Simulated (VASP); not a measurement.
Si:

```
CELL_PARAMETERS angstrom
-1.62691 1.62691 1.32033
1.62691 -1.62691 1.32033
1.62691 1.62691 -1.32033
ATOMIC_POSITIONS crystal
Si 0.00000 0.00000 0.00000
```

* Program: VASP 6.6.1
* Task: relaxation of cell and atoms
* Functional: PBE
* Potentials or basis: VASP PAW PBE potentials, release 64 (Si)
* Cutoff: 500 eV
* k mesh: 13 × 13 × 13
* Occupations: methfessel-paxton, width 0.05 eV
* Spin: no spin polarisation

At the start: pressure 3.4 GPa; volume 13.98 Å³/atom.

Q: Where does the relaxation end?

A: Over 10 steps the energy falls by 14.4 meV/atom and the volume is 14.49 Å³/atom (+3.7 %); space group I4/mmm (No. 139, to 0.1 Å) before and after.

Step by step:
```
step  energy change (eV)  largest force (eV/Å)  pressure (GPa)  volume (Å³)
   1              0.0000                0.0000            3.41        13.98
   2             -0.0105                0.0000           -0.64        14.59
   3             -0.0103                0.0000           -2.22        14.86
   4             -0.0109                0.0000           -1.42        14.73
   5             -0.0125                0.0000           -1.68        14.77
   6             -0.0131                0.0000           -1.55        14.75
   7             -0.0131                0.0000           -1.59        14.76
   8             -0.0131                0.0000           -1.58        14.75
   9             -0.0144                0.0000            0.24        14.45
  10             -0.0144                0.0000            0.01        14.49
```

Final structure:
```cif
data_structure
_symmetry_space_group_name_H-M 'P 1'
_symmetry_Int_Tables_number 1
_cell_length_a 2.6958
_cell_length_b 2.6958
_cell_length_c 2.6958
_cell_angle_alpha 103.411
_cell_angle_beta 103.411
_cell_angle_gamma 122.421
_cell_volume 14.49
loop_
_atom_site_label
_atom_site_type_symbol
_atom_site_fract_x
_atom_site_fract_y
_atom_site_fract_z
_atom_site_occupancy
Si1 Si 0.00000 0.00000 0.00000 1
```
